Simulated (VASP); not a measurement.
A run of VASP 6.6.1 is set up as follows.

The input INCAR:

```
SYSTEM = Ga
ALGO     = Normal         ! electronic algorithm
EDIFF    = 1E-7           ! SCF threshold, eV
EDIFFG   = -0.01          ! ionic threshold
ENCUT    = 600            ! plane-wave cutoff, eV
GGA      = RE             ! functional
IBRION   = 2              ! ionic algorithm
ISIF     = 3              ! what is computed and relaxed
ISMEAR   = -1             ! smearing method
LASPH    = .True.         ! aspherical terms in the spheres
LCHARG   = .False.        ! write CHGCAR
LREAL    = .False.        ! projectors in reciprocal space
LWAVE    = .False.        ! write WAVECAR
NELM     = 80             ! most SCF steps
NSW      = 80             ! ionic steps
PREC     = Accurate       ! precision mode
SIGMA    = 0.1            ! smearing width, eV
```

File KPOINTS:

```
k-points
0
Gamma
  13 13 13
  0 0 0
```

POSCAR

```
Ga
1.0
    0.0000000000      2.1397919757      2.1397919757
    2.1397919757      0.0000000000      2.1397919757
    2.1397919757      2.1397919757      0.0000000000
Ga
1
Direct
    0.0000000000      0.0000000000      0.0000000000
```

Potentials or basis: VASP PAW PBE potentials, release 64 (Ga_d).

Launch:

```sh
$ cat potpaw_PBE.64/Ga_d/POTCAR > POTCAR
$ mpirun -np 1 vasp_std > vasp.out
```

(1) What does it give for the space group after relaxing (to 0.05 Å)?

(2) Predict the relaxed volume.

(3) Predict the relaxed cell.

Results:

(1) Fm-3m (No. 225).

(2) 19.53 Å³/atom.

(3) a = 3.023 Å, b = 3.023 Å, c = 3.023 Å, α = 60.00°, β = 60.00°, γ = 60.00°.

Caveat: the PAW data sets were made with another functional, which shifts forces and pressure a little.
